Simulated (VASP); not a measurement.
A run of VASP 6.6.1 is set up as follows.

Contents of INCAR:

```
PREC = Accurate ; ENCUT = 600
EDIFF = 1E-6 ; ISMEAR = -1
SIGMA = 0.08 ; LREAL = F
LASPH = T ; NELM = 60
ALGO = Normal ; ISIF = 3
LWAVE = F ; LCHARG = F
GGA = PS ; IBRION = 2
NSW = 60 ; EDIFFG = -0.005
PSTRESS = 8.7
```

File KPOINTS:

```
Automatic mesh
0
Gamma
  18 18 18
```

File POSCAR:

```
Rh
1.0
   -1.4989351003      1.4989351003      1.4989351003
    1.4989351003     -1.4989351003      1.4989351003
    1.4989351003      1.4989351003     -1.4989351003
Rh
1
Direct
    0.0000000000      0.0000000000      0.0000000000
```

Potentials or basis: VASP PAW PBE potentials, release 64 (Rh_pv).

The run is started by

```bash
$ cat potpaw_PBE.64/Rh_pv/POTCAR > POTCAR
$ mpirun -np 1 vasp_std > vasp.out
```

(1) What does it give for the space group after relaxing (to 0.05 Å)?

(2) Estimate the relaxed volume.

Answers

(1) Im-3m (No. 229).

(2) 13.86 Å³/atom.

Caveat: the cell is relaxed towards a set pressure, so the enthalpy falls and the energy may rise; the PAW data sets were made with another functional, which shifts forces and pressure a little.
